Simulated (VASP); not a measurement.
Runs of VASP 6.6.1 on TaN. The structure is that of space group P6_3/mmc (No. 194), or close to it. The cells are those of the table. 

```csv
cell,gap on the mesh (eV),pressure (GPa)
"a = 2.963, b = 2.963, c = 5.560 Å, angles 90.0, 90.0, 120.0°, 4 atoms",none,15.7
"a = 2.943, b = 2.943, c = 5.678 Å, angles 90.0, 90.0, 120.0°, 4 atoms",none,11.0
"a = 2.946, b = 2.946, c = 5.678 Å, angles 90.0, 90.0, 120.0°, 4 atoms",none,10.3
"a = 2.961, b = 2.961, c = 5.560 Å, angles 90.0, 90.0, 120.0°, 4 atoms",none,(a)
```

Alike in all rows: task single point; level PBE; potentials or basis VASP PAW PBE potentials, release 64 (Ta_pv, N); no spin polarisation; k mesh 24 × 24 × 10; cutoff (eV) 520; smearing gaussian 0.1 eV.

**Question.** Estimate the missing entries.

**Answer.** (a) 16.1.

Caveats: the cell stands under pressure; spin-orbit coupling is left out, which moves the levels of the heavy elements.

A k mesh can miss the band edges, and the runs leave out spin-orbit coupling on Ta.

A gap of «none» marks levels without a gap at the run's occupations.
